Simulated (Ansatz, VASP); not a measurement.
**One calculation of Ti3Ag, two programs**

```
Ti Ag
1.0
     4.10153    0.00000    0.00000
     0.00000    4.10153    0.00000
     0.00000    0.00000    3.86937
Ti Ag
3 1
Direct
  0.00000 0.50000 0.50000
  0.50000 0.00000 0.50000
  0.50000 0.50000 0.00000
  0.00000 0.00000 0.00000
```

Change from the starting cell: volume scaled by 0.94, PAW files.

Alike in both runs: task electric field gradients; functional LDA; k mesh 9 × 9 × 9; occupations fermi-dirac, width 0.08 eV; no spin polarisation.

|  | VASP | Ansatz |
| --- | --- | --- |
| version | VASP 6.6.1 | Ansatz 0.2.0 |
| potentials or method | VASP PAW LDA potentials, release 64 (Ti_sv, Ag) | PAW with Ansatz's default frozen-core files, scalar-relativistic |
| plane-wave cutoff (eV) | 520 | 420 |
| valence electrons in the cell | 47 | 55 |

```tsv
	VASP	Ansatz	Ansatz less VASP
pressure (GPa)	-3.2	-3.3	-0.07
traceless stress, the component that is largest in VASP (GPa)	1.47	1.47	+0.003
size of Vzz on the site where it differs most (V/Å²)	2.8	4.9	+2.11
```

LDA's correlation is that of Perdew and Zunger in VASP and of Perdew and Wang (1992) in Ansatz. VASP's potentials hold 47 valence electrons a cell and Ansatz's 55, so a difference there can come from the potentials and not from the codes.
